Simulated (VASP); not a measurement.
The system is BaHfO3.

```
Ba Hf O
1.0
     6.16374    0.00000    0.00000
    -3.08187    5.33796    0.00000
     0.00000    0.00000    5.17754
Ba Hf O
2 2 6
Direct
  0.33333 0.66667 0.75000
  0.66667 0.33333 0.25000
  0.00000 0.00000 0.00000
  0.00000 0.00000 0.50000
  0.83333 0.66667 0.75000
  0.33333 0.16667 0.75000
  0.83333 0.16667 0.75000
  0.16667 0.33333 0.25000
  0.66667 0.83333 0.25000
  0.16667 0.83333 0.25000
```

* Program: VASP 6.6.1
* Task: relaxation of cell and atoms
* Functional: PBE
* Potentials or basis: VASP PAW PBE potentials, release 64 (Ba_sv, Hf_pv, O)
* Cutoff: 600 eV
* k mesh: 3 × 3 × 4
* Occupations: gaussian, width 0.1 eV
* Spin: no spin polarisation

At the start: pressure -7.6 GPa; volume 17.04 Å³/atom.

Problem. Where does the relaxation end?

Solution. Over 11 steps the energy falls by 215.8 meV/atom and the volume is 17.18 Å³/atom (+0.8 %); space group P6_3/mmc (No. 194, to 0.1 Å) before and after.

Step by step:
| step | energy change (eV) | largest force (eV/Å) | pressure (GPa) | volume (Å³) |
| --- | --- | --- | --- | --- |
| 1 | 0.0000 | 3.0370 | -7.63 | 170.35 |
| 2 | -1.0685 | 2.1223 | 19.51 | 150.46 |
| 3 | -1.7864 | 0.3240 | 6.20 | 157.77 |
| 4 | -1.7876 | 0.2228 | 6.74 | 157.42 |
| 5 | -2.0562 | 0.4757 | -1.38 | 168.87 |
| 6 | -2.0829 | 0.4263 | 0.35 | 166.07 |
| 7 | -2.1360 | 0.0912 | 0.77 | 168.17 |
| 8 | -2.1477 | 0.1637 | 1.14 | 169.75 |
| 9 | -2.1499 | 0.1415 | -1.27 | 173.83 |
| 10 | -2.1568 | 0.0002 | -0.18 | 171.91 |
| 11 | -2.1575 | 0.0168 | 0.05 | 171.76 |

Final structure:
```
CELL_PARAMETERS angstrom
5.99610 0.00000 0.00000
-2.99805 5.19277 0.00000
0.00000 0.00000 5.51622
ATOMIC_POSITIONS crystal
Ba 0.33333 0.66667 0.75000
Ba 0.66667 0.33333 0.25000
Hf 0.00000 0.00000 0.00000
Hf 0.00000 0.00000 0.50000
O 0.84803 0.69605 0.75000
O 0.30395 0.15197 0.75000
O 0.84803 0.15197 0.75000
O 0.15197 0.30395 0.25000
O 0.69605 0.84803 0.25000
O 0.15197 0.84803 0.25000
```
